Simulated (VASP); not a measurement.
# GaS5 (P6/mmm) in VASP: a series of runs, part 2 of 2

VASP 6.6.1.

## Step 4: Single point, PBE

This run uses another cell than the first one, of 20.35 Å³/atom, 1.046 times its volume.

Contents of INCAR:

```
PREC = Accurate ; ENCUT = 520
EDIFF = 1E-7 ; ISMEAR = 0
SIGMA = 0.1 ; LREAL = False
LASPH = True ; NELM = 80
ALGO = Normal ; ISIF = 2
LWAVE = False ; LCHARG = False
GGA = PE ; NBANDS = 30
```

Contents of KPOINTS:

```
Automatic mesh
0
Gamma
  6 6 10
```

Contents of POSCAR:

```
GaS5
1.0
    6.5308902758      0.0000000000      0.0000000000
   -3.2654451379      5.6559168881      0.0000000000
    0.0000000000      0.0000000000      3.3059861845
Ga S
1 5
Direct
    0.0000000000      0.0000000000      0.0000000000
    0.3333333333      0.6666666667      0.0000000000
    0.6666666667      0.3333333333      0.0000000000
    0.5000000000      0.0000000000      0.5000000000
    0.5000000000      0.5000000000      0.5000000000
    0.0000000000      0.5000000000      0.5000000000
```

Potentials or basis: VASP PAW PBE potentials, release 64 (Ga_d, S).

Started as:

```
cat potpaw_PBE.64/Ga_d/POTCAR potpaw_PBE.64/S/POTCAR > POTCAR
mpirun -np 1 vasp_std > vasp.out
```

OUTCAR:

```text
PREC = Accurate
   ENCUT = 520
   EDIFF = 1E-7
   ISMEAR = 0
   LREAL = False
   LASPH = True
   NELM = 80
   ISIF = 2
   GGA = PE

 ion  position               nearest neighbor table
   1  0.000  0.000  0.000-
   2  0.333  0.667  0.000-   4 2.51   4 2.51   6 2.51   6 2.51   5 2.51   5 2.51
   3  0.667  0.333  0.000-   4 2.51   4 2.51   6 2.51   6 2.51   5 2.51   5 2.51
   4  0.500  0.000  0.500-   2 2.51   3 2.51   2 2.51   3 2.51
   5  0.500  0.500  0.500-   2 2.51   3 2.51   2 2.51   3 2.51
   6  0.000  0.500  0.500-   2 2.51   3 2.51   2 2.51   3 2.51

  LATTYP: Found a hexagonal cell.
 ALAT       =     6.5308902758
 C/A-ratio  =     0.5062075835

  Lattice vectors:

 A1 = (   6.5308902758,   0.0000000000,   0.0000000000)
 A2 = (  -3.2654451379,   5.6559168881,   0.0000000000)
 A3 = (   0.0000000000,   0.0000000000,   3.3059861845)

Analysis of symmetry for initial positions (statically):
=====================================================================
 Subroutine PRICEL returns:
 Original cell was already a primitive cell.

 Routine SETGRP: Setting up the symmetry group for a
[... 173 lines left out ...]
  free energy    TOTEN  =       -19.98894791 eV

  energy without entropy =      -19.97104656  energy(sigma->0) =      -19.97999723

 E-fermi :   5.1131     XC(G=0):  -9.7987

 val. band max:        5.0801400386   @ k =   0.1667  -0.0000   0.4000
 cond. band min:       5.1134262865   @ k =   0.3333   0.1667   0.4000
 fundamental gap:      0.0332862479
 Fermi energy:         5.1130924863

 k-point     1 :       0.0000    0.0000    0.0000
  band No.  band energies     occupation
      1     -11.5661      2.00000
      2     -10.3006      2.00000
      3     -10.2689      2.00000
      4     -10.2689      2.00000
      5     -10.2327      2.00000
      6     -10.2327      2.00000
[... 781 lines left out ...]
     29       8.8818      0.00000
     30      12.1633      0.00000

 [... further k-points ...]
[... 5 lines left out ...]
  --------------------------------------------------------------------------------------
  -------------------------------------------------------------------------------------
  Total       -0.0667845     -0.0667845     -0.0899009      0.0000000     -0.0000000      0.0000000
  in kB       -0.8762136     -0.8762136     -1.1795009      0.0000000     -0.0000000      0.0000000
  external PRESSURE =      -0.9773093 kB  Pullay stress =       0.0000000 kB

 VOLUME and BASIS-vectors are now :
 -----------------------------------------------------------------------------
  energy-cutoff  :      520.00
  volume of cell :      122.12
      direct lattice vectors                 reciprocal lattice vectors
     6.530890276  0.000000000  0.000000000     0.153118481  0.088402996  0.000000000
    -3.265445138  5.655916888  0.000000000     0.000000000  0.176805993  0.000000000
     0.000000000  0.000000000  3.305986185     0.000000000  0.000000000  0.302481603

 POSITION                                       TOTAL-FORCE (eV/Angst)
 -----------------------------------------------------------------------------------
      0.00000      0.00000      0.00000        -0.000000      0.000000      0.000000
     -0.00000      3.77061      0.00000        -0.000000      0.000000      0.000000
      3.26545      1.88531      0.00000         0.000000      0.000000     -0.000000
      3.26545      0.00000      1.65299        -0.000000      0.000000      0.000000
      1.63272      2.82796      1.65299        -0.000000      0.000000      0.000000
     -1.63272      2.82796      1.65299        -0.000000      0.000000      0.000000
 -----------------------------------------------------------------------------------
    total drift:                               -0.000000     -0.000000     -0.000000

  FREE ENERGIE OF THE ION-ELECTRON SYSTEM (eV)
  ---------------------------------------------------
  free  energy   TOTEN  =       -19.9889479072 eV

  energy  without entropy=      -19.9710465574  energy(sigma->0) =      -19.97999723
```

OSZICAR:

```text
N       E                     dE             d eps       ncg     rms          rms(c)
DAV:   1     0.347526693135E+03    0.34753E+03   -0.18887E+04  2764   0.159E+03
DAV:   2     0.280966142956E+02   -0.31943E+03   -0.30311E+03  2888   0.402E+02
DAV:   3    -0.181566623890E+02   -0.46253E+02   -0.44099E+02  3204   0.120E+02
DAV:   4    -0.204405984972E+02   -0.22839E+01   -0.22487E+01  3066   0.278E+01
DAV:   5    -0.205080525130E+02   -0.67454E-01   -0.67409E-01  3198   0.481E+00    0.214E+01
DAV:   6    -0.200360750919E+02    0.47198E+00   -0.77417E-01  3534   0.578E+00    0.132E+01
DAV:   7    -0.199963681060E+02    0.39707E-01   -0.39380E-01  3254   0.331E+00    0.211E+00
DAV:   8    -0.199887586199E+02    0.76095E-02   -0.61401E-02  2956   0.150E+00    0.624E-01
DAV:   9    -0.199887691754E+02   -0.10556E-04   -0.42636E-03  3180   0.321E-01    0.340E-01
DAV:  10    -0.199889547691E+02   -0.18559E-03   -0.60346E-04  2990   0.142E-01    0.306E-02
DAV:  11    -0.199889464030E+02    0.83661E-05   -0.58525E-05  3442   0.534E-02    0.143E-02
DAV:  12    -0.199889477006E+02   -0.12976E-05   -0.12461E-05  2976   0.179E-02    0.108E-02
DAV:  13    -0.199889477966E+02   -0.95958E-07   -0.16850E-06  3100   0.700E-03    0.413E-03
DAV:  14    -0.199889479911E+02   -0.19453E-06   -0.32574E-07  2618   0.398E-03    0.260E-03
DAV:  15    -0.199889479072E+02    0.83910E-07   -0.40301E-08  1948   0.131E-03
   1 F= -.19988948E+02 E0= -.19979997E+02  d E =-.179013E-01
```

It took 3.7 min on 1 thread of AMD EPYC 7R43 (Zen 3), shared host; peak memory 0.28 GiB.

Results:

- Free energy: -19.9889 eV
- Pressure: -0.1 GPa

## Step 5: Relaxation of cell and atoms, PBE

This run uses another cell than the first one, of 22.92 Å³/atom, 1.178 times its volume.

Contents of INCAR:

```
PREC     = Accurate       # precision mode
ENCUT    = 600            # plane-wave cutoff, eV
EDIFF    = 1E-6           # SCF threshold, eV
ISMEAR   = 0              # smearing method
SIGMA    = 0.1            # smearing width, eV
LREAL    = F              # projectors in reciprocal space
LASPH    = T              # aspherical terms in the spheres
NELM     = 80             # most SCF steps
ALGO     = Normal         # electronic algorithm
ISIF     = 3              # what is computed and relaxed
LWAVE    = F              # write WAVECAR
LCHARG   = F              # write CHGCAR
GGA      = PE             # functional
IBRION   = 2              # ionic algorithm
NSW      = 90             # ionic steps
EDIFFG   = -0.04          # ionic threshold
```

Contents of KPOINTS:

```
Automatic mesh
0
Gamma
  3 3 4
```

Contents of POSCAR:

```
GaS5
1.0
    5.8428240700      0.0000000000      0.0000000000
   -2.9214120400      5.0600340800      0.0000000000
    0.0000000000      0.0000000000      4.6521074300
Ga S
1 5
Direct
    0.0000000000      0.0000000000      0.0000000000
    0.3333333300      0.6666666700      0.0000000000
    0.6666666700      0.3333333300      0.0000000000
    0.5000000000      0.0000000000      0.5000000000
    0.5000000000      0.5000000000      0.5000000000
    0.0000000000      0.5000000000      0.5000000000
```

Started as:

```
cat potpaw_PBE.64/Ga_d/POTCAR potpaw_PBE.64/S/POTCAR > POTCAR
mpirun -np 1 vasp_std > vasp.out
```

Wall time 7.3 min (1 thread of AMD EPYC 7R43 (Zen 3), shared host); peak memory 0.27 GiB.

It converged, with:

- Free energy: -19.9556 eV
- Relaxed volume: 20.83 Å³/atom
- Relaxed cell: a = 6.694 Å, b = 6.694 Å, c = 3.220 Å, α = 90.00°, β = 90.00°, γ = 120.00°
- Space group after relaxing (to 0.05 Å): P6/mmm (No. 191)
- Energy gained by relaxing: 322.8 meV/atom
- Ionic steps: 10
- Pressure after relaxing: -0.2 GPa

Stress tensor (GPa, compression positive):
```
-0.23  0.00  0.00
 0.00 -0.23  0.00
 0.00  0.00  0.01
```

Step by step:
| step | energy change (eV) | largest force (eV/Å) | pressure (GPa) | volume (Å³) |
| --- | --- | --- | --- | --- |
| 1 | 0.0000 | 0.0000 | -7.41 | 137.54 |
| 2 | -1.1399 | 0.0000 | -2.39 | 117.23 |
| 3 | -1.2747 | 0.0000 | 1.06 | 110.80 |
| 4 | -1.2790 | 0.0000 | 1.93 | 109.48 |
| 5 | -1.2785 | 0.0000 | 1.57 | 110.01 |
| 6 | -1.3696 | 0.0000 | 0.89 | 112.10 |
| 7 | -1.4492 | 0.0000 | 0.94 | 117.90 |
| 8 | -1.9255 | 0.0000 | -1.11 | 126.95 |
| 9 | -1.8777 | 0.0000 | 2.13 | 120.77 |
| 10 | -1.9369 | 0.0000 | -0.15 | 124.96 |

Final structure:
```
Ga S
1.0
     6.69373    0.00000    0.00000
    -3.34686    5.79694    0.00000
     0.00000    0.00000    3.22038
Ga S
1 5
Cartesian
  0.0000 0.0000 0.0000
  0.0000 3.8646 3.2204
  3.3469 1.9323 0.0000
  3.3469 0.0000 1.6102
  1.6734 2.8985 1.6102
  -1.6734 2.8985 1.6102
```

Levels at points of the mesh, in eV from the Fermi level:
```csv
k point,band 19,band 20,band 21,band 22,band 23,band 24
"(0.00, 0.00, 0.00)",-1.50,-1.15,-0.94,-0.94,-0.93,3.04
"(0.00, 0.00, 0.50)",-2.31,-1.22,-1.09,-1.09,-0.48,-0.32
```

Caveat: the k points lie up to 0.49 Å⁻¹ apart in the final cell.

## Step 6: The runs side by side

```tsv
task	cell	k mesh	cutoff (eV)	gap on the mesh (eV)	pressure (GPa)
single point	a = 5.935, b = 5.935, c = 3.827 Å, angles 90.0, 90.0, 120.0°, 6 atoms	3 × 3 × 4	520	none	0.0
single point	a = 5.843, b = 5.843, c = 4.652 Å, angles 90.0, 90.0, 120.0°, 6 atoms	3 × 3 × 4	520	none	-7.4
single point	a = 6.531, b = 6.531, c = 3.306 Å, angles 90.0, 90.0, 120.0°, 6 atoms	6 × 6 × 10	520	none	-0.1
relaxation of cell and atoms	relaxed from a = 5.843, b = 5.843, c = 4.652 Å, angles 90.0, 90.0, 120.0°, 6 atoms	3 × 3 × 4	600	none	-0.2
```

Alike in all rows: level PBE; potentials or basis VASP PAW PBE potentials, release 64 (Ga_d, S); no spin polarisation; smearing gaussian 0.1 eV.

Caveats: some runs use coarse meshes.

Total energies depend on the potentials used, so only differences within one code and one set of settings carry meaning.
